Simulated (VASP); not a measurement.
Input of a VASP 6.6.1 run:

POSCAR

```
GaP
1.0
    2.7525025000      2.7525025000      0.0000000000
   -2.7525025000      2.7525025000      0.0000000000
    0.0000000000      2.7525025000      2.7088985000
Ga P
1 1
Direct
    0.0000000000      0.0000000000      0.0000000000
    0.7500000000      0.2500000000      0.5000000000
```

INCAR.step1

```
SYSTEM = GaP
PREC     = Accurate       ! precision mode
ENCUT    = 520            ! plane-wave cutoff, eV
ISMEAR   = 0              ! smearing method
SIGMA    = 0.01           ! smearing width, eV
LREAL    = .False.        ! projectors in reciprocal space
LASPH    = .True.         ! aspherical terms in the spheres
NELM     = 60             ! most SCF steps
NBANDS   = 16             ! bands
GGA      = PE             ! functional
ALGO     = Normal         ! electronic algorithm
EDIFF    = 1E-4           ! SCF threshold, eV
LWAVE    = .True.         ! write WAVECAR
LCHARG   = .False.        ! write CHGCAR
```

Contents of INCAR.step2:

```
SYSTEM = GaP
PREC     = Accurate       ! precision mode
ENCUT    = 520            ! plane-wave cutoff, eV
EDIFF    = 1E-7           ! SCF threshold, eV
ISMEAR   = 0              ! smearing method
SIGMA    = 0.01           ! smearing width, eV
LREAL    = .False.        ! projectors in reciprocal space
LASPH    = .True.         ! aspherical terms in the spheres
NELM     = 60             ! most SCF steps
ALGO     = Normal         ! electronic algorithm
ISIF     = 2              ! what is computed and relaxed
LWAVE    = .False.        ! write WAVECAR
LCHARG   = .False.        ! write CHGCAR
METAGGA  = R2SCAN         ! meta-GGA
LMIXTAU  = .True.       
NBANDS   = 16             ! bands
ISTART   = 1
```

File KPOINTS:

```
Automatic mesh
0
Gamma
  8 8 8
  0 0 0
```

Potentials or basis: VASP PAW PBE potentials, release 64 (Ga_d, P).

Command:

```sh
$ cat potpaw_PBE.64/Ga_d/POTCAR potpaw_PBE.64/P/POTCAR > POTCAR
$ cp INCAR.step1 INCAR
$ mpirun -np 1 vasp_std > vasp.out
$ cp INCAR.step2 INCAR
$ mpirun -np 1 vasp_std > vasp.out
```

Task: Estimate the pressure.

Result: -1.2 GPa.

Task: Estimate the band gap on the k mesh.

Result: 1.76 eV, indirect (least direct gap 2.16 eV).

Stress tensor (GPa, compression positive):
```
-1.62  0.00  0.00
 0.00 -1.62  0.00
 0.00  0.00 -0.39
```

Caveat: the cell differs from its parent crystal (in-plane strain +0.01); the PAW data sets were made with another functional, which shifts forces and pressure a little. A k mesh can miss the band edges.
